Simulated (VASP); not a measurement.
# MgS in VASP: notebook

Aim: see how the results for MgS move with the level of theory and the settings. Levels: HSE06, PBE. Tasks: single point.

Program: VASP 6.6.1. These are calculated values, not measurements. Logs are shortened: lines on timing, memory, paths and dates and some standing lists are left out, and cuts for length are marked.

### 1 The cell of the first run

It takes space group R3m (No. 160, trigonal). The conventional cell has a = 4.003 Å, b = 4.003 Å, c = 9.757 Å, α = 90.00°, β = 90.00°, γ = 120.00°. Within 3.2 Å of Mg (site symmetry 3m) lie 4 S at 2.45 Å. S (site symmetry 3m) has 4 Mg at 2.45 Å within 3.2 Å.

### 2 Single point, HSE06 (strain along [111] -0.5%)

The input, POSCAR:

```
MgS
1.0
   -0.0094362561      2.8214405850      2.8214405850
    2.8214405850     -0.0094362561      2.8214405850
    2.8214405850      2.8214405850     -0.0094362561
Mg S
1 1
Direct
   -0.0003169902     -0.0003169902     -0.0003169902
    0.2503169902      0.2503169902      0.2503169902
```

The input, INCAR.step1:

```
  ALGO = Normal
  EDIFF = 1E-5
  ENCUT = 520
  GGA = PE
  ISIF = 2
  ISMEAR = 0
  LASPH = T
  LREAL = F
  LWAVE = T
  NBANDS = 11
  NELM = 100
  PREC = Accurate
  SIGMA = 0.01
```

The input, INCAR.step2:

```
  ALGO = Normal
  EDIFF = 1E-6
  ENCUT = 520
  GGA = PE
  HFSCREEN = 0.2079
  ISIF = 2
  ISMEAR = 0
  ISTART = 1
  LASPH = T
  LCHARG = T
  LELF = T
  LHFCALC = T
  LREAL = F
  LVHAR = T
  LWAVE = F
  NBANDS = 11
  NELM = 100
  PREC = Accurate
  PRECFOCK = Normal
  SIGMA = 0.01
```

The input, KPOINTS:

```
k-points
0
Gamma
  6 6 6
```

Potentials or basis: VASP PAW PBE potentials, release 64 (Mg, S).

On the command line:

```
> cat potpaw_PBE.64/Mg/POTCAR potpaw_PBE.64/S/POTCAR > POTCAR
> cp INCAR.step1 INCAR
> mpirun -np 1 vasp_std > vasp.out
> cp INCAR.step2 INCAR
> mpirun -np 1 vasp_std > vasp.out
```

OUTCAR:

```text
EDIFF = 1E-6
   ENCUT = 520
   GGA = PE
   HFSCREEN = 0.2079
   ISIF = 2
   ISMEAR = 0
   ISTART = 1
   LASPH = T
   LHFCALC = T
   LREAL = F
   NELM = 100
   PREC = Accurate
   PRECFOCK = Normal

 ion  position               nearest neighbor table
   1  1.000  1.000  1.000-   2 2.45   2 2.45   2 2.45   2 2.45
   2  0.250  0.250  0.250-   1 2.45   1 2.45   1 2.45   1 2.45

  LATTYP: Found a trigonal (rhomboedric) cell.
 ALAT       =     3.9901306986
 COS(alpha) =     0.4966527407

  Lattice vectors:

 A1 = (  -0.0094362561,   2.8214405850,   2.8214405850)
 A2 = (   2.8214405850,  -0.0094362561,   2.8214405850)
 A3 = (   2.8214405850,   2.8214405850,  -0.0094362561)

Analysis of symmetry for initial positions (statically):
=====================================================================
 Subroutine PRICEL returns:
 Original cell was already a primitive cell.

 Routine SETGRP: Setting up the symmetry group for a
 trigonal (rhombohedral) supercell.

 Subroutine GETGRP returns: Found  6 space group operations
 (whereof  6 operations were pure point group operations)
 out of a pool of 12 trial point group operations.

The static configuration has the point symmetry C_3v.

Analysis of symmetry for dynamics (positions and initial velocities):
=====================================================================
 Subroutine PRICEL returns:
 Original cell was already a primitive cell.

 Routine SETGRP: Setting up the symmetry group for a
 trigonal (rhombohedral) supercell.

 Subroutine GETGRP returns: Found  6 space group operations
 (whereof  6 operations were pure point group operations)
 out of a pool of 12 trial point group operations.

The dynamic configuration has the point symmetry C_3v.

 Subroutine INISYM returns: Found  6 space group operations
 (whereof  6 operations are pure point group operations),
 and found     1 'primitive' translations

----------------------------------------------------------------------------------------

                                     Primitive cell

  volume of cell :      45.1457

  direct lattice vectors                    reciprocal lattice vectors
    -0.009436256  2.821440585  2.821440585    -0.176327868  0.176919573  0.176919573
     2.821440585 -0.009436256  2.821440585     0.176919573 -0.176327868  0.176919573
     2.821440585  2.821440585 -0.009436256     0.176919573  0.176919573 -0.176327868

  length of vectors
     3.990130699  3.990130699  3.990130699     0.306092449  0.306092449  0.306092449

  position of ions in fractional coordinates (direct lattice)
     0.999683010  0.999683010  0.999683010
     0.250316990  0.250316990  0.250316990

  ion indices of the primitive-cell ions
   primitive index   ion index
                 1           1
                 2           2

----------------------------------------------------------------------------------------

 KPOINTS: k-points

Automatic generation of k-mesh.
 Grid dimensions read from file:
 generate k-points for:    6    6    6

 Generating k-lattice:

  Cartesian coordinates                     Fractional coordinates (reciprocal lattice)
    -0.029387978  0.029486595  0.029486595     0.166666667  0.000000000 -0.000000000
     0.029486595 -0.029387978  0.029486595     0.000000000  0.166666667 -0.000000000
     0.029486595  0.029486595 -0.029387978     0.000000000  0.000000000  0.166666667

  Length of vectors
     0.051015408  0.051015408  0.051015408

  Shift w.r.t. Gamma in fractional coordinates (k-lattice)
     0.000000000  0.000000000  0.000000000

 Subroutine IBZKPT returns following result:
 ===========================================

 Found     32 irreducible k-points:

 Following reciprocal coordinates:
            Coordinates               Weight
  0.000000  0.000000  0.000000      1.000000
  0.166667  0.000000 -0.000000      6.000000
  0.333333  0.000000  0.000000      6.000000
  0.500000  0.000000  0.000000      3.000000
  0.166667  0.166667  0.000000      6.000000
  0.333333  0.166667 -0.000000     12.000000
[... 16 lines left out ...]
  0.500000  0.500000  0.166667      6.000000
 -0.333333  0.500000  0.166667     12.000000
 [... further k-points ...]
   k-points           NKPTS =     32   k-points in BZ     NKDIM =    216   number of bands    NBANDS=     11
   number of dos      NEDOS =    301   number of ions     NIONS =      2
   total plane-waves  NPLWV =  27000
   dimension x,y,z NGX =    30 NGY =   30 NGZ =   30
   dimension x,y,z NGXF=    60 NGYF=   60 NGZF=   60
   ions per type =               1   1
   NGX,Y,Z   is equivalent  to a cutoff of  12.50, 12.50, 12.50 a.u.
   NGXF,Y,Z  is equivalent  to a cutoff of  25.00, 25.00, 25.00 a.u.
 SYSTEM =  unknown system
   PREC   = accura    normal or accurate (medium, high low for compatibility)
   ISTART =      1    job   : 0-new  1-cont  2-samecut
   ICHARG =      0    charge: 1-file 2-atom 10-const
   ISPIN  =      1    spin polarized calculation?
   LNONCOLLINEAR =      F non collinear calculations
   LSORBIT =      F    spin-orbit coupling
   LASPH  =      T    aspherical Exc in radial PAW
   ENCUT  =  520.0 eV  38.22 Ry    6.18 a.u.   7.42  7.42  7.42*2*pi/ulx,y,z
   NELM   =    100;   NELMIN=  2; NELMDL=  0     # of ELM steps
   EDIFF  = 0.1E-05   stopping-criterion for ELM
   LREAL  =      F    real-space projection
   EDIFFG = 0.1E-04   stopping-criterion for IOM
   NSW    =      0    number of steps for IOM
   IBRION =     -1    ionic relax: 0-MD 1-quasi-New 2-CG
   NFREE  =      0    steps in history (QN), initial steepest desc. (CG)
   ISIF   =      2    stress and relaxation
   ISYM   =      3    0-nonsym 1-usesym 2-fastsym
   POTIM  = 0.5000    time-step for ionic-motion
   TEBEG  =    0.0;   TEEND  =   0.0 temperature during run
   PSTRESS=    0.0 pullay stress
   NELECT =       8.0000    total number of electrons
   NUPDOWN=      -1.0000    fix difference up-down
   EMIN   =  10.00;   EMAX   =-10.00  energy-range for DOS
   EFERMI =   0.00;   METHOD = LEGACY
   ISMEAR =     0;   SIGMA  =   0.01  broadening in eV -4-tet -1-fermi 0-gaus
   EFERMI_NEDOS =   21; number of points for ismear=-14 and -15
   IALGO  =     38    algorithm
   IMIX   =      1    mixing-type and parameters
     AMIX     =   0.40;   BMIX     =  1.00
     AMIX_MAG =   1.60;   BMIX_MAG =  1.00
  volume/ion in A,a.u.               =      22.57       152.33
  Fermi-wavevector in a.u.,A,eV,Ry     =   0.919531  1.737661 11.504221  0.845536
  Thomas-Fermi vector in A             =   2.044735
   LORBIT       =      0    0 simple, 1 ext, 2 COOP (PROOUT), +10 PAW based schemes
   GGA     = PE    functional components
   LHFCALC =     T    Hartree Fock is set to
   PRECFOCK=normal    Normal, Fast or Accurate (Low or Medium for compatibility)
   ENCUT4O =  -1.0   cutoff for four orbital integrals eV
   NKREDX  =     1    reduce k-point grid by
   NKREDY  =     1    reduce k-point grid by
   NKREDZ  =     1    reduce k-point grid by
   AEXX    =    0.2500 exact exchange contribution
   HFSCREEN=    0.2079 screening length (either q_TF or 0.3 A-1)
   HFSCREENC=   0.2079 screening length for correlation (either q_TF or 0.3 A-1)
   ENCUTFOCK=  -1.0 apply spherical cutoff to Coloumb kernel
   IVDW    =     0    specifies the selected vdW correction
   LEPSILON=     F    determine dielectric tensor
   LRPA    =     F    only Hartree local field effects (RPA)
 non-spin polarized calculation
 Gauss-broadening in eV      SIGMA  =   0.01
  energy-cutoff  :      520.00
  volume of cell :       45.15
 maximum number of plane-waves:      1243
 NGX is ok and might be reduce to    30
  NGX = 24; NGY = 24; NGZ = 24

 number of electron       8.0000001 magnetization

 Free energy of the ion-electron system (eV)
  ---------------------------------------------------
  ext. energy  EPLUGINS =         0.00000000
  ---------------------------------------------------
  free energy    TOTEN  =        -9.84552700 eV

  energy without entropy =       -9.84552700  energy(sigma->0) =       -9.84552700

 E-fermi :   0.4294     XC(G=0):  -7.0351

 val. band max:        0.3815713041   @ k =   0.0000   0.0000   0.0000
 cond. band min:       4.8989847875   @ k =   0.0000   0.0000   0.0000
 fundamental gap:      4.5174134834
 Fermi energy:         0.4294004736

 k-point     1 :       0.0000    0.0000    0.0000
  band No.  band energies     occupation
      1     -12.0798      2.00000
      2       0.3515      2.00000
      3       0.3515      2.00000
      4       0.3816      2.00000
      5       4.8990      0.00000
      6       9.5366      0.00000
      7       9.5366      0.00000
      8       9.6070      0.00000
      9      12.5719      0.00000
     10      12.5719      0.00000
     11      15.4496      0.00000

 k-point     2 :       0.1667    0.0000   -0.0000
  band No.  band energies     occupation
      1     -11.9121      2.00000
      2      -0.7670      2.00000
      3       0.2554      2.00000
      4       0.2793      2.00000
      5       5.9275      0.00000
      6       9.2867      0.00000
      7       9.8066      0.00000
      8       9.8629      0.00000
      9      11.9197      0.00000
     10      11.9450      0.00000
     11      14.4340      0.00000

 k-point     3 :       0.3333    0.0000    0.0000
  band No.  band energies     occupation
      1     -11.5371      2.00000
      2      -2.3713      2.00000
      3       0.0793      2.00000
      4       0.0979      2.00000
      5       6.6451      0.00000
      6       9.4998      0.00000
      7       9.5379      0.00000
      8       9.8008      0.00000
      9      12.9287      0.00000
     10      12.9929      0.00000
     11      13.8016      0.00000
[... 267 lines left out ...]
 k-point    23 :       0.5000    0.5000    0.1667
  band No.  band energies     occupation
      1     -11.1397      2.00000
      2      -2.4795      2.00000
      3      -1.1189      2.00000
      4      -0.6185      2.00000
      5       5.9569      0.00000
      6       7.9235      0.00000
      7      11.1943      0.00000
      8      12.1283      0.00000
      9      13.6381      0.00000
     10      15.5149      0.00000
     11      16.5477      0.00000

 k-point    24 :      -0.3333    0.5000    0.1667
  band No.  band energies     occupation
      1     -11.0678      2.00000
      2      -2.3664      2.00000
      3      -1.3350      2.00000
      4      -0.9977      2.00000
      5       6.3633      0.00000
      6       8.3961      0.00000
      7      11.0688      0.00000
      8      11.1489      0.00000
      9      14.4266      0.00000
     10      15.7440      0.00000
     11      15.8522      0.00000

 [... further k-points ...]

------------------------ aborting loop because EDIFF is reached ----------------------------------------

  FORCE on cell =-STRESS in cart. coord.  units (eV):
  Direction    XX          YY          ZZ          XY          YZ          ZX
  --------------------------------------------------------------------------------------
  -------------------------------------------------------------------------------------
  Total        0.0470635      0.0470635      0.0470635      0.0296375      0.0296375      0.0296375
  in kB        1.6702402      1.6702402      1.6702402      1.0518067      1.0518067      1.0518067
  external PRESSURE =       1.6702402 kB  Pullay stress =       0.0000000 kB

 VOLUME and BASIS-vectors are now :
 -----------------------------------------------------------------------------
  energy-cutoff  :      520.00
  volume of cell :       45.15
      direct lattice vectors                 reciprocal lattice vectors
    -0.009436256  2.821440585  2.821440585    -0.176327868  0.176919573  0.176919573
     2.821440585 -0.009436256  2.821440585     0.176919573 -0.176327868  0.176919573
     2.821440585  2.821440585 -0.009436256     0.176919573  0.176919573 -0.176327868

 POSITION                                       TOTAL-FORCE (eV/Angst)
 -----------------------------------------------------------------------------------
      5.63166      5.63166      5.63166         0.000114      0.000114      0.000114
      1.41015      1.41015      1.41015        -0.000114     -0.000114     -0.000114
 -----------------------------------------------------------------------------------
    total drift:                               -0.000028     -0.000028     -0.000028

  FREE ENERGIE OF THE ION-ELECTRON SYSTEM (eV)
  ---------------------------------------------------
  free  energy   TOTEN  =        -9.8455270037 eV

  energy  without entropy=       -9.8455270037  energy(sigma->0) =       -9.84552700
```

It took 21 min on 1 thread of Intel Xeon Platinum 8259CL at 2.50GHz (Skylake/Cascade Lake), shared host; peak memory 0.3 GiB.

Results:

```
Free energy            : -9.8455 eV
Pressure               : 0.2 GPa
Band gap on the k mesh : 4.52 eV
```

Levels at points of the mesh, in eV from the valence-band top:
| k point | band 1 | band 2 | band 3 | band 4 | band 5 | band 6 | band 7 | band 8 |
| --- | --- | --- | --- | --- | --- | --- | --- | --- |
| (0.00, 0.00, 0.00) | -12.46 | -0.03 | -0.03 | 0.00 | 4.52 | 9.15 | 9.15 | 9.23 |
| (0.50, 0.00, 0.00) | -11.71 | -3.43 | -0.38 | -0.37 | 6.23 | 8.81 | 8.85 | 9.85 |
| (0.50, 0.50, 0.00) | -11.46 | -3.09 | -1.17 | -1.14 | 4.83 | 6.74 | 12.66 | 13.77 |
| (0.50, 0.50, 0.50) | -11.69 | -3.42 | -0.40 | -0.40 | 6.20 | 8.79 | 8.79 | 9.86 |

Caveat: the cell differs from its parent crystal (strain along [111] -0.5%); the PAW data sets were made with another functional, which shifts forces and pressure a little. A k mesh can miss the band edges.

### 3 Single point, HSE06 (epitaxial 111 strain +0.5%)

The input, POSCAR:

```
MgS
1.0
   -0.0163055601      2.8287256652      2.8287256652
    2.8287256652     -0.0163055601      2.8287256652
    2.8287256652      2.8287256652     -0.0163055601
Mg S
1 1
Direct
   -0.0005322873     -0.0005322873     -0.0005322873
    0.2505322873      0.2505322873      0.2505322873
```

The input, INCAR.step1:

```
ALGO     = Normal         # electronic algorithm
EDIFF    = 1E-5           # SCF threshold, eV
ENCUT    = 520            # plane-wave cutoff, eV
GGA      = PE             # functional
ISIF     = 2              # what is computed and relaxed
ISMEAR   = 0              # smearing method
LASPH    = T              # aspherical terms in the spheres
LREAL    = F              # projectors in reciprocal space
LWAVE    = T              # write WAVECAR
NBANDS   = 11             # bands
NELM     = 60             # most SCF steps
PREC     = Accurate       # precision mode
SIGMA    = 0.01           # smearing width, eV
```

The input, INCAR.step2:

```
ALGO     = Normal         # electronic algorithm
EDIFF    = 1E-6           # SCF threshold, eV
ENCUT    = 520            # plane-wave cutoff, eV
GGA      = PE             # functional
HFSCREEN = 0.2079         # screening, 1/A
ISIF     = 2              # what is computed and relaxed
ISMEAR   = 0              # smearing method
ISTART   = 1            
LASPH    = T              # aspherical terms in the spheres
LCHARG   = T              # write CHGCAR
LELF     = T              # ELF
LHFCALC  = T              # exact exchange
LREAL    = F              # projectors in reciprocal space
LVHAR    = T            
LWAVE    = F              # write WAVECAR
NBANDS   = 11             # bands
NELM     = 60             # most SCF steps
PREC     = Accurate       # precision mode
PRECFOCK = Normal       
SIGMA    = 0.01           # smearing width, eV
```

KPOINTS is that of step 2.

Potentials or basis: VASP PAW PBE potentials, release 64 (Mg, S).

On the command line:

```
> cat potpaw_PBE.64/Mg/POTCAR potpaw_PBE.64/S/POTCAR > POTCAR
> cp INCAR.step1 INCAR
> mpirun -np 1 vasp_std > vasp.out
> cp INCAR.step2 INCAR
> mpirun -np 1 vasp_std > vasp.out
```

Wall time 24 min (1 thread of Intel Xeon Platinum 8259CL at 2.50GHz (Skylake/Cascade Lake), shared host); peak memory 0.3 GiB.

It converged, with:

```
Free energy            : -9.8448 eV
Pressure               : -0.5 GPa
Band gap on the k mesh : 4.44 eV
```

Stress tensor (GPa, compression positive):
```
-0.51  0.18  0.18
 0.18 -0.51  0.18
 0.18  0.18 -0.51
```

Levels at points of the mesh, in eV from the valence-band top:
```
           k point  band 2  band 3  band 4  band 5  band 6  band 7
(0.00, 0.00, 0.00)   -0.05   -0.05    0.00    4.44    9.09    9.09
(0.50, 0.00, 0.00)   -3.41   -0.39   -0.37    6.18    8.77    8.83
(0.50, 0.50, 0.00)   -3.07   -1.18   -1.13    4.83    6.70   12.53
(0.50, 0.50, 0.50)   -3.39   -0.42   -0.42    6.13    8.73    8.73
```

Caveat: the cell differs from its parent crystal (epitaxial 111 strain +0.5%); the PAW data sets were made with another functional, which shifts forces and pressure a little.

### 4 Single point, PBE

This run uses another cell than the first one, of 22.69 Å³/atom.

The input, INCAR:

```
  PREC = Accurate
  ENCUT = 520
  EDIFF = 1E-6
  ISMEAR = 0
  SIGMA = 0.01
  LREAL = F
  LASPH = T
  NELM = 60
  ALGO = Normal
  ISIF = 2
  LWAVE = F
  LCHARG = F
  GGA = PE
  NBANDS = 11
```

The input, KPOINTS:

```
regular mesh
0
Gamma
  4 4 4
```

The input, POSCAR:

```
MgS
1.0
    0.0000000000      2.8308768411      2.8308768411
    2.8308768411      0.0000000000      2.8308768411
    2.8308768411      2.8308768411      0.0000000000
Mg S
1 1
Direct
    0.0000000000      0.0000000000      0.0000000000
    0.2500000000      0.2500000000      0.2500000000
```

On the command line:

```
> cat potpaw_PBE.64/Mg/POTCAR potpaw_PBE.64/S/POTCAR > POTCAR
> mpirun -np 1 vasp_std > vasp.out
```

Run time: 4.2 s. Hardware: 1 thread of AMD EPYC 7R13 (Zen 3), shared host; peak memory 0.13 GiB.

It converged, with:

* Free energy: -8.4562 eV
* Pressure: 1.0 GPa
* Band gap on the k mesh: 3.45 eV

Levels at points of the mesh, in eV from the valence-band top:
```tsv
k point	band 1	band 2	band 3	band 4	band 5	band 6	band 7	band 8
(0.00, 0.00, 0.00)	-11.27	0.00	0.00	0.00	3.45	7.94	7.94	7.94
(0.50, 0.00, 0.00)	-10.58	-3.13	-0.33	-0.33	5.11	7.63	7.63	8.60
(0.50, 0.50, 0.00)	-10.36	-2.81	-1.03	-1.03	3.88	5.64	11.16	12.29
```

Caveat: the k points lie up to 0.48 Å⁻¹ apart. A k mesh can miss the band edges.

### 5 Summary

| level | cell | k mesh | grid for exact exchange (PRECFOCK) | share of exact exchange | screening parameter | gap on the mesh (eV) | pressure (GPa) |
| --- | --- | --- | --- | --- | --- | --- | --- |
| HSE06 | a = 3.990 Å, angles 60.2°, 2 atoms | 6 × 6 × 6 | Normal | 0.25 | 0.2079 1/Å | 4.52 | 0.2 |
| HSE06 | a = 4.000 Å, angles 60.4°, 2 atoms | 6 × 6 × 6 | Normal | 0.25 | 0.2079 1/Å | 4.44 | -0.5 |
| PBE | a = 4.003 Å, angles 60.0°, 2 atoms | 4 × 4 × 4 | - | - | - | 3.45 | 1.0 |

Alike in all rows: task single point; potentials or basis VASP PAW PBE potentials, release 64 (Mg, S); no spin polarisation; cutoff (eV) 520; smearing gaussian 0.01 eV.

Caveats: some runs use coarse meshes; the PAW data sets were made with another functional, which shifts forces and pressure a little (at least some runs).

Absolute energies hang on the potentials; compare differences alone.
